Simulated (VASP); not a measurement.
# TaH3 (P6_3/m) in VASP: vibrations by perturbation theory with PBE

Aim: the vibrations by perturbation theory of TaH3 with PBE.

Program: VASP 6.6.1. These are calculated values, not measurements. Logs are shortened: lines on timing, memory, paths and dates and some standing lists are left out, and cuts for length are marked.

## 1. The cell of the first run

It takes space group P6_3/m (No. 176, hexagonal). Conventional cell: a = 4.957 Å, b = 4.957 Å, c = 2.868 Å, α = 90.00°, β = 90.00°, γ = 120.00°. Within 2.6 Å of Ta (site symmetry -6) lie 9 H at 1.97 to 1.99 Å. H (site symmetry m) has 3 Ta at 1.97 to 1.99 Å and 8 H at 2.19 to 2.40 Å within 2.6 Å.

## 2. Vibrations by perturbation theory, PBE

Input file INCAR:

```
SYSTEM = TaH3
ALGO = Normal
EDIFF = 1E-8
ENCUT = 520
GGA = PE
IBRION = 8
ISIF = 2
ISMEAR = 0
LASPH = .TRUE.
LCHARG = .FALSE.
LREAL = .FALSE.
LWAVE = .FALSE.
NBANDS = 24
NELM = 80
NSW = 1
PREC = Accurate
SIGMA = 0.1
```

Input file KPOINTS:

```
k-points
0
G
  6 6 12
  0 0 0
```

Input file POSCAR:

```
TaH3
1.0
    4.9566393947      0.0000000000      0.0000000000
   -2.4783196974      4.2925756332      0.0000000000
    0.0000000000      0.0000000000      2.8680226800
Ta H
2 6
Direct
    0.6666666667      0.3333333333      0.7500000000
    0.3333333333      0.6666666667      0.2500000000
    0.3672147215      0.2877660133      0.2500000000
    0.7122339867      0.0794487082      0.2500000000
    0.9205512918      0.6327852785      0.2500000000
    0.0794487082      0.3672147215      0.7500000000
    0.6327852785      0.7122339867      0.7500000000
    0.2877660133      0.9205512918      0.7500000000
```

Potentials or basis: VASP PAW PBE potentials, release 64 (Ta_pv, H).

On the command line:

```console
> cat potpaw_PBE.64/Ta_pv/POTCAR potpaw_PBE.64/H/POTCAR > POTCAR
> mpirun -np 1 vasp_std > vasp.out
```

OUTCAR:

```text
SYSTEM = TaH3
   EDIFF = 1E-8
   ENCUT = 520
   GGA = PE
   IBRION = 8
   ISIF = 2
   ISMEAR = 0
   LASPH = .TRUE.
   LREAL = .FALSE.
   NELM = 80
   NSW = 1
   PREC = Accurate

 ion  position               nearest neighbor table
   1  0.667  0.333  0.750-   6 1.97   8 1.97   7 1.97   4 1.99   4 1.99   5 1.99   5 1.99   3 1.99
                             3 1.99   2 3.20   2 3.20   2 3.20   2 3.20   2 3.20   2 3.20
   2  0.333  0.667  0.250-   5 1.97   4 1.97   3 1.97   8 1.99   8 1.99   6 1.99   6 1.99   7 1.99
                             7 1.99   1 3.20   1 3.20   1 3.20   1 3.20   1 3.20   1 3.20
   3  0.367  0.288  0.250-   2 1.97   1 1.99   1 1.99
   4  0.712  0.079  0.250-   2 1.97   1 1.99   1 1.99
   5  0.921  0.633  0.250-   2 1.97   1 1.99   1 1.99
   6  0.079  0.367  0.750-   1 1.97   2 1.99   2 1.99
   7  0.633  0.712  0.750-   1 1.97   2 1.99   2 1.99
   8  0.288  0.921  0.750-   1 1.97   2 1.99   2 1.99

  LATTYP: Found a hexagonal cell.
 ALAT       =     4.9566393947
 C/A-ratio  =     0.5786224197

  Lattice vectors:

 A1 = (   4.9566393947,   0.0000000000,   0.0000000000)
 A2 = (  -2.4783196974,   4.2925756332,   0.0000000000)
 A3 = (   0.0000000000,   0.0000000000,   2.8680226800)

Analysis of symmetry for initial positions (statically):
=====================================================================
 Subroutine PRICEL returns:
 Original cell was already a primitive cell.

 Routine SETGRP: Setting up the symmetry group for a
 hexagonal supercell.

 Subroutine GETGRP returns: Found 12 space group operations
 (whereof  6 operations were pure point group operations)
 out of a pool of 24 trial point group operations.

The static configuration has the point symmetry S_6 .
 The point group associated with its full space group is C_6h.

Analysis of symmetry for dynamics (positions and initial velocities):
=====================================================================
 Subroutine PRICEL returns:
 Original cell was already a primitive cell.

 Routine SETGRP: Setting up the symmetry group for a
 hexagonal supercell.

 Subroutine GETGRP returns: Found 12 space group operations
 (whereof  6 operations were pure point group operations)
 out of a pool of 24 trial point group operations.

The dynamic configuration has the point symmetry S_6 .
 The point group associated with its full space group is C_6h.

 Subroutine INISYM returns: Found 12 space group operations
 (whereof  6 operations are pure point group operations),
 and found     1 'primitive' translations
[... 852 lines left out ...]

[... ionic steps 2 to 9 ...]

--------------------------------------- Ionic step       10  -------------------------------------------

------------------------ aborting loop because EDIFF is reached ----------------------------------------

--------------------------------------- Ionic step       11  -------------------------------------------

------------------------ aborting loop because EDIFF is reached ----------------------------------------

--------------------------------------- Ionic step       12  -------------------------------------------

 Free energy of the ion-electron system (eV)
  ---------------------------------------------------
  ---------------------------------------------------
  free energy    TOTEN  =        -0.01747393 eV

  energy without entropy =       -0.01747393

------------------------ aborting loop because EDIFF is reached ----------------------------------------

 INTERNAL STRAIN TENSOR  FOR ION    3  DIRECTION 3   (eV/Angst):
 -----------------------------------------------------------------------------
     0.01119 -0.00704  2.52138
    -0.00720  0.00663  1.75486
     2.51783  1.75495 -0.01395

 INTERNAL STRAIN TENSOR FOR ION    8 for displacements in x,y,z  (eV/Angst):
          X           Y           Z          XY          YZ          ZX
  --------------------------------------------------------------------------------
  x     2.48114     4.69886     3.71909    -0.43056     0.00000     0.00000
  y     0.17224     1.72092    -2.86020     3.77941     0.00000     0.00000
  z     0.00000     0.00000     0.00000     0.00000    -1.30303     2.78045

 SECOND DERIVATIVES (NOT SYMMETRIZED)
 ------------------------------------
               1X          1Y          1Z          2X          2Y          2Z          3X          3Y          3Z          4X          4Y          4Z          5X          5Y          5Z          6X          6Y          6Z          7X          7Y          7Z          8X          8Y          8Z
  1X   -13.254283   -0.021568    0.000000    3.275611    0.052510    0.000000    2.887439    1.150652    0.000000    1.651479   -0.943365    0.000000    0.455987    1.174016    0.000000    3.396118   -0.490002    0.000000    0.777151   -1.963556    0.000000    0.810499    1.041313    0.000000
  1Y     0.021568  -13.254283    0.000000   -0.052510    3.275611    0.000000    0.229783    0.442497    0.000000   -1.864234    1.678457    0.000000    0.253147    2.873949    0.000000    0.451495   -0.073605    0.000000   -1.022059    2.545361    0.000000    1.982809    2.512013    0.000000
  1Z    -0.000000    0.000000   -5.039851    0.000000   -0.000000   -4.602165    0.000000    0.000000    1.947567    0.000000    0.000000    1.947567    0.000000    0.000000    1.947567    0.000000    0.000000    1.266439    0.000000    0.000000    1.266439    0.000000    0.000000    1.266439
  2X     3.275611    0.052510    0.000000  -13.254283   -0.021568    0.000000    0.777151   -1.963556    0.000000    0.810499    1.041313    0.000000    3.396118   -0.490002    0.000000    0.455987    1.174016    0.000000    2.887439    1.150652    0.000000    1.651479   -0.943365    0.000000
  2Y    -0.052510    3.275611    0.000000    0.021568  -13.254283    0.000000   -1.022059    2.545361    0.000000    1.982809    2.512013    0.000000    0.451495   -0.073605    0.000000    0.253147    2.873949    0.000000    0.229783    0.442497    0.000000   -1.864234    1.678457    0.000000
  2Z     0.000000   -0.000000   -4.602165   -0.000000    0.000000   -5.039851    0.000000    0.000000    1.266439    0.000000    0.000000    1.266439    0.000000    0.000000    1.266439    0.000000    0.000000    1.947567    0.000000    0.000000    1.947567    0.000000    0.000000    1.947567
  3X     2.871013    0.245959    0.000000    0.795771   -1.049711    0.000000   -4.890658    1.015863    0.000000    0.317817   -0.126335    0.000000    0.302281    0.134532    0.000000    0.480667   -0.098937    0.000000    0.120277    0.052583    0.000000    0.002832   -0.173955    0.000000
  3Y     1.162901    0.423464    0.000000   -1.963556    2.561255    0.000000    1.015780   -3.854120    0.000000   -0.105513    0.165640    0.000000    0.111676    0.179379    0.000000   -0.001213   -0.097069    0.000000    0.053463    0.242699    0.000000   -0.273537    0.378751    0.000000
  3Z    -0.000000    0.000000    1.945893    0.000000   -0.000000    1.271414   -0.000000    0.000000   -3.872406    0.000000    0.000000    0.156892   -0.000000   -0.000000    0.156953    0.000000   -0.000000    0.139311    0.000000    0.000000    0.063431    0.000000   -0.000000    0.138511
  4X     1.645406   -1.870506    0.000000    0.815101    1.974716    0.000000    0.316715   -0.103342    0.000000   -3.233527   -0.059035    0.000000    0.103291   -0.018343    0.000000    0.091002    0.324442    0.000000    0.003999   -0.273991    0.000000    0.258012    0.026059    0.000000
  4Y    -0.953563    1.649072    0.000000    1.060871    2.541925    0.000000   -0.126198    0.164945    0.000000   -0.059118   -5.511251    0.000000    0.002478    0.380166    0.000000    0.224859    0.290581    0.000000   -0.176268    0.379599    0.000000    0.026939    0.104964    0.000000
  4Z     0.000000    0.000000    1.945893    0.000000    0.000000    1.271414   -0.000000   -0.000000    0.156953    0.000000   -0.000000   -3.872406   -0.000000    0.000000    0.156892    0.000000    0.000000    0.138511    0.000000   -0.000000    0.139311    0.000000    0.000000    0.063431
  5X     0.425297    0.249133    0.000000    3.424667    0.445762    0.000000    0.304078    0.113446    0.000000    0.103494    0.003094    0.000000   -4.992982   -0.956703    0.000000    0.166174   -0.079961    0.000000    0.478541   -0.001114    0.000000    0.090731    0.226343    0.000000
  5Y     1.166076    2.869180    0.000000   -0.468083   -0.067641    0.000000    0.134267    0.179380    0.000000   -0.019762    0.378166    0.000000   -0.956787   -3.751797    0.000000   -0.079082    0.196802    0.000000   -0.100696   -0.096958    0.000000    0.324066    0.292867    0.000000
  5Z     0.000000    0.000000    1.945893   -0.000000   -0.000000    1.271414    0.000000    0.000000    0.156892    0.000000    0.000000    0.156953   -0.000000    0.000000   -3.872406   -0.000000    0.000000    0.063431    0.000000    0.000000    0.138511    0.000000    0.000000    0.139311
  6X     3.424667    0.445762    0.000000    0.425297    0.249133    0.000000    0.478541   -0.001114    0.000000    0.090731    0.226343    0.000000    0.166174   -0.079961    0.000000   -4.992982   -0.956703    0.000000    0.304078    0.113446    0.000000    0.103494    0.003094    0.000000
  6Y    -0.468083   -0.067641    0.000000    1.166076    2.869180    0.000000   -0.100696   -0.096958    0.000000    0.324066    0.292867    0.000000   -0.079082    0.196802    0.000000   -0.956787   -3.751797    0.000000    0.134267    0.179380    0.000000   -0.019762    0.378166    0.000000
  6Z    -0.000000   -0.000000    1.271414    0.000000    0.000000    1.945893    0.000000    0.000000    0.138511    0.000000    0.000000    0.139311   -0.000000    0.000000    0.063431   -0.000000    0.000000   -3.872406    0.000000    0.000000    0.156892    0.000000    0.000000    0.156953
  7X     0.795771   -1.049711    0.000000    2.871013    0.245959    0.000000    0.120277    0.052583    0.000000    0.002832   -0.173955    0.000000    0.480667   -0.098937    0.000000    0.302281    0.134532    0.000000   -4.890658    1.015863    0.000000    0.317817   -0.126335    0.000000
  7Y    -1.963556    2.561255    0.000000    1.162901    0.423464    0.000000    0.053463    0.242699    0.000000   -0.273537    0.378751    0.000000   -0.001213   -0.097069    0.000000    0.111676    0.179379    0.000000    1.015780   -3.854120    0.000000   -0.105513    0.165640    0.000000
  7Z     0.000000   -0.000000    1.271414   -0.000000    0.000000    1.945893    0.000000    0.000000    0.063431    0.000000   -0.000000    0.138511    0.000000   -0.000000    0.139311   -0.000000   -0.000000    0.156953   -0.000000    0.000000   -3.872406    0.000000    0.000000    0.156892
  8X     0.815101    1.974716    0.000000    1.645406   -1.870506    0.000000    0.003999   -0.273991    0.000000    0.258012    0.026059    0.000000    0.091002    0.324442    0.000000    0.103291   -0.018343    0.000000    0.316715   -0.103342    0.000000   -3.233527   -0.059035    0.000000
  8Y     1.060871    2.541925    0.000000   -0.953563    1.649072    0.000000   -0.176268    0.379599    0.000000    0.026939    0.104964    0.000000    0.224859    0.290581    0.000000    0.002478    0.380166    0.000000   -0.126198    0.164945    0.000000   -0.059118   -5.511251    0.000000
  8Z     0.000000    0.000000    1.271414    0.000000    0.000000    1.945893    0.000000   -0.000000    0.139311    0.000000    0.000000    0.063431    0.000000    0.000000    0.138511   -0.000000    0.000000    0.156892   -0.000000   -0.000000    0.156953    0.000000   -0.000000   -3.872406

 Eigenvectors and eigenvalues of the dynamical matrix
 ----------------------------------------------------

   1 f  =   39.783942 THz   249.969881 2PiTHz 1327.049468 cm-1   164.533090 meV
             X         Y         Z           dx          dy          dz
      2.478320  1.430859  2.151017     0.000000   -0.000000    0.000000
     -0.000000  2.861717  0.717006     0.000000   -0.000000   -0.000000
      1.106975  1.235257  0.717006    -0.359432    0.193585   -0.000000
      3.333388  0.341040  0.717006     0.012067   -0.408070   -0.000000
      2.994597  2.716279  0.717006     0.347365    0.214485    0.000000
     -0.516277  1.576297  2.151017     0.347365    0.214485    0.000000
      1.371345  3.057318  2.151017    -0.359432    0.193585   -0.000000
     -0.855068  3.951536  2.151017     0.012067   -0.408070   -0.000000
[... 243 lines left out ...]
  24 f/i=    0.005419 THz     0.034050 2PiTHz    0.180766 cm-1     0.022412 meV
             X         Y         Z           dx          dy          dz
      2.478320  1.430859  2.151017    -0.287154   -0.639833   -0.000000
     -0.000000  2.861717  0.717006    -0.287154   -0.639833   -0.000000
      1.106975  1.235257  0.717006    -0.021399   -0.047562   -0.000000
      3.333388  0.341040  0.717006    -0.021449   -0.047544   -0.000000
      2.994597  2.716279  0.717006    -0.021409   -0.047509   -0.000000
     -0.516277  1.576297  2.151017    -0.021409   -0.047509   -0.000000
      1.371345  3.057318  2.151017    -0.021399   -0.047562   -0.000000
     -0.855068  3.951536  2.151017    -0.021449   -0.047544   -0.000000

--------------------------------------------------------------------------------------------------------

 ELASTIC MODULI CONTR FROM IONIC RELAXATION (kBar)
 Direction    XX          YY          ZZ          XY          YZ          ZX
 --------------------------------------------------------------------------------
 XX        -900.6482   -172.3158   -421.4995      0.0391      0.0000      0.0000
 YY        -172.3158   -900.6482   -421.4995      0.0391      0.0000     -0.0000
 ZZ        -421.4995   -421.4995   -735.9516      0.0272      0.0000      0.0000
 XY           0.0391      0.0391      0.0272   -364.1662     -0.0000     -0.0000
 YZ           0.0000      0.0000      0.0000     -0.0000   -187.6472     -0.1286
 ZX           0.0000     -0.0000      0.0000     -0.0000     -0.1286   -187.9982
 --------------------------------------------------------------------------------
```

Run time: 50 min. Hardware: 1 thread of Intel Xeon 8259CL, shared host; peak memory 0.76 GiB.

Results:

```yaml
Highest_phonon_frequency_at_Γ: 1327 cm⁻¹
```

Phonon frequencies in cm⁻¹ (negative: imaginary):
| q point | frequencies |
| --- | --- |
| (0.000, 0.000, 0.000) | 0 0 0 11 109 109 847 894 894 933 933 943 1030 1037 1037 1049 1057 1057 1181 1181 1209 1256 1256 1327 |

Caveat: spin-orbit coupling is left out, which moves the levels of the heavy elements.
